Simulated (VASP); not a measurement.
Wanted: the native input for a VASP 6.6.1 run.

| Item | Value |
| --- | --- |
| Task | relaxation of cell and atoms |
| Functional | PBE |
| Potentials or basis | VASP PAW PBE potentials, release 64 (Hf_pv, H) |
| Cutoff | 600 eV |
| k mesh | 12 × 12 × 12 |
| Occupations | gaussian, width 0.1 eV |
| Spin | no spin polarisation |
| Dipole correction | no |
| Further INCAR settings | ALGO = Normal; EDIFF = 1e-06; IBRION = 2; EDIFFG = -0.01; NSW = 100; ISIF = 3 |

The structure of Hf3H lies in POSCAR:

```
Hf3H
1.0
    4.2336158156      0.0000000000      0.0000000000
    0.0000000000      4.2336158156      0.0000000000
    0.0000000000      0.0000000000      4.2336158156
Hf H
3 1
Direct
    0.0000000000      0.5000000000      0.5000000000
    0.5000000000      0.0000000000      0.5000000000
    0.5000000000      0.5000000000      0.0000000000
    0.0000000000      0.0000000000      0.0000000000
```

One way to write it, as run:

INCAR

```
PREC = Accurate ; ENCUT = 600
EDIFF = 1E-6 ; ISMEAR = 0
SIGMA = 0.1 ; LREAL = False
LASPH = True ; NELM = 60
ALGO = Normal ; ISIF = 3
LWAVE = False ; LCHARG = False
GGA = PE ; IBRION = 2
NSW = 100 ; EDIFFG = -0.01
```

KPOINTS

```
Automatic mesh
0
Gamma
  12 12 12
```

Potentials or basis: VASP PAW PBE potentials, release 64 (Hf_pv, H).

Launch:

```bash
$ cat potpaw_PBE.64/Hf_pv/POTCAR potpaw_PBE.64/H/POTCAR > POTCAR
$ mpirun -np 1 vasp_std > vasp.out
```

It gave:

| Quantity | Value |
| --- | --- |
| Relaxed volume | 18.82 Å³/atom |
| Relaxed cell | a = 4.223 Å, b = 4.223 Å, c = 4.223 Å, α = 90.00°, β = 90.00°, γ = 90.00° |
| Space group after relaxing (to 0.1 Å) | Pm-3m (No. 221) |
| Energy gained by relaxing | 0.3 meV/atom |
| Ionic steps | 3 |
| Pressure after relaxing | 0.0 GPa |
| Band gap on the k mesh | zero (an odd number of electrons rules out a gap without spin polarisation) |

Caveat: spin-orbit coupling is left out, which moves the levels of the heavy elements.

Wall time 2.1 min on 1 thread of AMD EPYC 9R45 96-Core Processor (Zen 5), with other jobs on the host, peak memory 0.27 GiB.
